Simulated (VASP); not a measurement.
# HfSiO4: single point with PBE

Crystal: HfSiO4.

```
Hf Si O
1.0
     3.20611    0.00000    0.00000
     0.00000    3.20611    0.00000
     0.00000    0.00000    6.20568
Hf Si O
1 1 4
Direct
  0.50000 0.50000 0.50000
  0.00000 0.00000 0.00000
  0.00000 0.00000 0.68005
  0.00000 0.00000 0.31995
  0.50000 0.00000 0.00000
  0.00000 0.50000 0.00000
```

The cell was generated, and may not be a known phase.

```json
{
 "Program": "VASP 6.6.1",
 "Task": "single point",
 "Functional": "PBE",
 "Potentials or basis": "VASP PAW PBE potentials, release 64 (Hf_pv, Si, O)",
 "Cutoff": "520 eV",
 "k mesh": "6 × 6 × 4",
 "Occupations": "gaussian, width 0.1 eV",
 "Spin": "no spin polarisation"
}
```

The pressure is -0.7 GPa and the largest force is 0.064 eV/Å. The band gap on the k mesh is zero (bands 19 and 20 overlap by 1.88 eV).

Forces in eV/Å, atoms in the order of the input:
```
Hf   0.000  0.000  0.000
Si   0.000  0.000  0.000
O    0.000  0.000 -0.064
O    0.000  0.000  0.064
O    0.000  0.000  0.000
O    0.000  0.000  0.000
```

Stress tensor (GPa, compression positive):
```
-0.84  0.00  0.00
 0.00 -0.84  0.00
 0.00  0.00 -0.43
```

Levels at points of the mesh, in eV from the Fermi level:
```
           k point  band 16  band 17  band 18  band 19  band 20  band 21  band 22  band 23
(0.00, 0.00, 0.00)    -1.79    -1.69    -1.01    -1.01    -0.91     0.70     1.61     3.24
(0.50, 0.00, 0.00)    -2.95    -2.62    -1.85    -1.43     0.28     1.64     2.24     2.83
(0.50, 0.50, 0.00)    -3.03    -2.33    -2.33     0.87     1.50     3.57     3.75     3.75
(0.00, 0.00, 0.50)    -2.81    -2.15    -1.29    -1.02    -1.02     1.19     2.26     3.24
(0.50, 0.00, 0.50)    -2.74    -2.37    -2.27    -2.21     0.59     1.23     2.29     2.83
(0.50, 0.50, 0.50)    -2.29    -2.29    -1.82     0.87     1.08     3.25     3.73     3.73
```

It took 21 s on 1 thread of Intel(R) Xeon(R) 6975P-C (Granite Rapids), on a shared host, peak memory 0.2 GiB.

Caveat: spin-orbit coupling is left out, which moves the levels of the heavy elements.
